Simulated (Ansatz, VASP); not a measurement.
**Ba: VASP beside Ansatz**

INCAR

```
  ALGO = Normal
  EDIFF = 1E-6
  ENCUT = 500
  GGA = PS
  GGA_COMPAT = False
  ISIF = 2
  ISMEAR = 0
  LASPH = True
  LCHARG = False
  LREAL = False
  LWAVE = False
  NBANDS = 11
  NELM = 120
  PREC = Accurate
  SIGMA = 0.05
```

The input KPOINTS:

```
k-points
0
Gamma
  12 12 12
```

The input POSCAR:

```
Ba
1.0
   -2.5100000000      2.5100000000      2.5100000000
    2.5100000000     -2.5100000000      2.5100000000
    2.5100000000      2.5100000000     -2.5100000000
Ba
1
Direct
    0.0000000000      0.0000000000      0.0000000000
```

Input for Ansatz:

```yaml
crystal:
  lattice:
    - [-2.51, 2.51, 2.51]
    - [2.51, -2.51, 2.51]
    - [2.51, 2.51, -2.51]
  atoms:
    - { symbol: Ba, position: [0.0, 0.0, 0.0] }
basis:
  ecutwfc: 600
  ecutrho_ratio: 5
kpoints:
  mp_grid: { grid: [12, 12, 12] }
hamiltonian:
  xc: pbesol
scf:
  occupations: { method: gaussian, width: 0.05 }
output:
  forces: true
  stress: true
  eigenvalues: true
```

Alike in both runs: task single point; functional PBEsol; k mesh 12 × 12 × 12; occupations gaussian, width 0.05 eV; no spin polarisation.

|  | VASP | Ansatz |
| --- | --- | --- |
| version | VASP 6.6.1 | Ansatz 0.2.0 |
| potentials or method | VASP PAW PBE potentials, release 64 (Ba_sv), cutoff 500 eV | scalar-relativistic, plane waves, PAW |
| valence electrons in the cell | 10 | 10 |

VASP gave:

| Quantity | Value |
| --- | --- |
| pressure (GPa) | -0.6 |

Task: What did Ansatz give for the same quantities?

Result: Pressure (GPa): -0.7.

VASP's potentials were made for PBE, not for PBEsol.

Spin-orbit coupling is off throughout.
